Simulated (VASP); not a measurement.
Runs of VASP 6.6.1 on MgSe. The structure is that of space group Fm-3m (No. 225), or close to it. The cells are those of the table. 

```csv
cell,gap on the mesh (eV),pressure (GPa)
"a = 3.864, b = 3.864, c = 3.835 Å, angles 60.2, 60.2, 59.5°, 2 atoms",1.73,2.0
"a = 3.836, b = 3.836, c = 3.893 Å, angles 59.5, 59.5, 61.0°, 2 atoms",1.67,2.1
"a = 3.875, b = 3.875, c = 3.816 Å, angles 60.5, 60.5, 59.0°, 2 atoms",1.67,2.1
"a = 3.845, b = 3.845, c = 3.874 Å, angles 59.8, 59.8, 60.5°, 2 atoms",1.73,2.0
"a = 3.854 Å, angles 60.0°, 2 atoms",1.80,(a)
```

Alike in all rows: task single point; level PBE; potentials or basis VASP PAW PBE potentials, release 64 (Mg, Se); no spin polarisation; k mesh 6 × 6 × 6; cutoff (eV) 600; smearing fermi-dirac 0.05 eV.

Task: Fill in the values left out.

Result: (a) 1.9.

A k mesh can miss the band edges, and the runs leave out spin-orbit coupling on Se.
